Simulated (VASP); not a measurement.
Set up this calculation in VASP 6.6.1, as the native input.

```
Task                   : single point
Functional             : PBE
Potentials or basis    : VASP PAW PBE potentials, release 64 (K_sv, I)
Cutoff                 : 520 eV
k mesh                 : 6 × 6 × 4
Occupations            : gaussian, width 0.01 eV
Spin                   : no spin polarisation
Dipole correction      : no
Further INCAR settings : ALGO = Normal; EDIFF = 1e-07; NBANDS = 24
```

The structure of KI lies in POSCAR:

```
KI
1.0
    4.9000107912      0.0000000000      0.0000000000
   -2.4500053956      4.2435338240      0.0000000000
    0.0000000000      0.0000000000      8.5899941413
K I
2 2
Direct
    0.0000000000      0.0000000000      0.0000000000
    0.0000000000      0.0000000000      0.5000000000
    0.3333333333      0.6666666667      0.2500000000
    0.6666666667      0.3333333333      0.7500000000
```

These files were run (other wordings do the same):

INCAR

```
SYSTEM = KI
PREC = Accurate ; ENCUT = 520
EDIFF = 1E-7 ; ISMEAR = 0
SIGMA = 0.01 ; LREAL = .False.
LASPH = .True. ; NELM = 60
ALGO = Normal ; ISIF = 2
LWAVE = .False. ; LCHARG = .False.
GGA = PE ; NBANDS = 24
```

KPOINTS

```
regular mesh
0
Gamma
  6 6 4
  0 0 0
```

Potentials or basis: VASP PAW PBE potentials, release 64 (K_sv, I).

The run is started by

```bash
$ cat potpaw_PBE.64/K_sv/POTCAR potpaw_PBE.64/I/POTCAR > POTCAR
$ mpirun -np 1 vasp_std > vasp.out
```

It gave:

The pressure is 0.5 GPa and the band gap on the k mesh is 3.85 eV, direct.

Caveat: spin-orbit coupling is left out, which moves the levels of the heavy elements.

It took 100 s on 1 thread of Intel Xeon 6975P-C, with other jobs on the host, peak memory 0.3 GiB.
